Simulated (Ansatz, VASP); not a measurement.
## Two plane-wave programs on HfB

```
CELL_PARAMETERS angstrom
0.00000 2.31000 2.31000
2.31000 0.00000 2.31000
2.31000 2.31000 0.00000
ATOMIC_POSITIONS crystal
Hf 0.50000 0.50000 0.50000
B 0.00000 0.00000 0.00000
```

Alike in both runs: task relaxation of cell and atoms; functional PBE; k mesh 6 × 6 × 6; occupations gaussian, width 0.1 eV; no spin polarisation.

```csv
,VASP,Ansatz
version,VASP 6.6.1,Ansatz 0.2.0
potentials or method,"VASP PAW PBE potentials, release 64 (Hf_pv, B), cutoff 500 eV","scalar-relativistic, plane waves, PAW"
valence electrons in the cell,13,29
```

Ansatz gave:

| Quantity | Value |
| --- | --- |
| gap on the k mesh at the Fermi level, each at its own relaxed structure (eV) | none |
| relaxed volume (Å³/atom) | 14.14 |
| relaxed cell length with the largest relative difference (Å) | 3.420 |

Estimate VASP's values.

gap on the k mesh at the Fermi level, each at its own relaxed structure (eV): none; relaxed volume (Å³/atom): 14.15; relaxed cell length with the largest relative difference (Å): 3.421.

A gap of «none» marks a metal or a gap that the smearing closes. VASP's potentials hold 13 valence electrons a cell and Ansatz's 29, so a difference there can come from the potentials and not from the codes.

The k mesh is coarse, so the values compare programs but aren't converged. Spin-orbit coupling is off throughout.
